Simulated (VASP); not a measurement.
SnS2, 21 atoms in the cell. The cell holds a slab with vacuum, 21 atoms: a = 6.324 Å, b = 7.074 Å, c = 26.339 Å, α = 90.00°, β = 90.00°, γ = 116.55°. 

- Program: VASP 6.6.1
- Task: single point
- Functional: PBEsol
- Potentials or basis: VASP PAW PBE potentials, release 64 (S, Sn_d)
- Cutoff: 400 eV
- k mesh: 5 × 4 × 1
- Occupations: gaussian, width 0.05 eV
- Spin: no spin polarisation
- Dipole correction: yes
- Further INCAR settings: ALGO = Normal; EDIFF = 1e-06; NBANDS = 107; NELMDL = -8

Potentials or basis: VASP PAW PBE potentials, release 64 (S, Sn_d).

The run is started by

```sh
$ cat potpaw_PBE.64/S/POTCAR potpaw_PBE.64/Sn_d/POTCAR > POTCAR
$ mpirun -np 1 vasp_std > vasp.out
```

Hardware: 1 thread of Intel(R) Xeon(R) Platinum 8488C (Sapphire Rapids), with other jobs on the host.

Question: How long does it take, and how much memory?

Answer: It took 34 min on 1 thread of Intel(R) Xeon(R) Platinum 8488C (Sapphire Rapids), on a shared host, peak memory 1 GiB. Counts: scf iterations 30, k points 11.
